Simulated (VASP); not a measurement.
Write the native input for VASP 6.6.1 that does the following.

- Task: single point
- Functional: LDA
- Potentials or basis: VASP PAW LDA potentials, release 64 (Si, O)
- Cutoff: 520 eV
- k mesh: 6 × 6 × 4
- Occupations: gaussian, width 0.02 eV
- Spin: no spin polarisation
- Dipole correction: no
- Further INCAR settings: ALGO = Normal; EDIFF = 1e-07; NBANDS = 34

The structure of SiO2 lies in POSCAR:

```
SiO2
1.0
    4.9817822558      0.0000000000      0.0000000000
   -2.4908911279      4.3143499897      0.0000000000
    0.0000000000      0.0000000000      5.4953841796
Si O
3 6
Direct
    0.0000000000      0.5000000000      0.3333333333
    0.5000000000      0.5000000000      0.6666666667
    0.5000000000      0.0000000000      0.0000000000
    0.5895783116      0.7947891558      0.8333333333
    0.7947891558      0.5895783116      0.5000000000
    0.7947891558      0.2052108442      0.1666666667
    0.4104216884      0.2052108442      0.8333333333
    0.2052108442      0.4104216884      0.5000000000
    0.2052108442      0.7947891558      0.1666666667
```

These files were run (other wordings do the same):

INCAR

```
SYSTEM = SiO2
  ALGO = Normal
  EDIFF = 1E-7
  ENCUT = 520
  GGA = CA
  ISIF = 2
  ISMEAR = 0
  LASPH = .True.
  LCHARG = .False.
  LREAL = .False.
  LWAVE = .False.
  NBANDS = 34
  NELM = 100
  PREC = Accurate
  SIGMA = 0.02
```

KPOINTS

```
k-points
0
Gamma
  6 6 4
  0 0 0
```

Potentials or basis: VASP PAW LDA potentials, release 64 (Si, O).

Run with:

```sh
$ cat potpaw_LDA.64/Si/POTCAR potpaw_LDA.64/O/POTCAR > POTCAR
$ mpirun -np 1 vasp_std > vasp.out
```

It gave:

| Item | Value |
| --- | --- |
| Pressure | 4.7 GPa |
| Largest force | 0.007 eV/Å |
| Band gap on the k mesh | 5.57 eV, indirect (least direct gap 5.73 eV) |

Run time: 68 s on 1 thread of Intel(R) Xeon(R) Platinum 8259CL CPU @ 2.50GHz (Skylake/Cascade Lake), with other jobs on the host, peak memory 0.22 GiB.
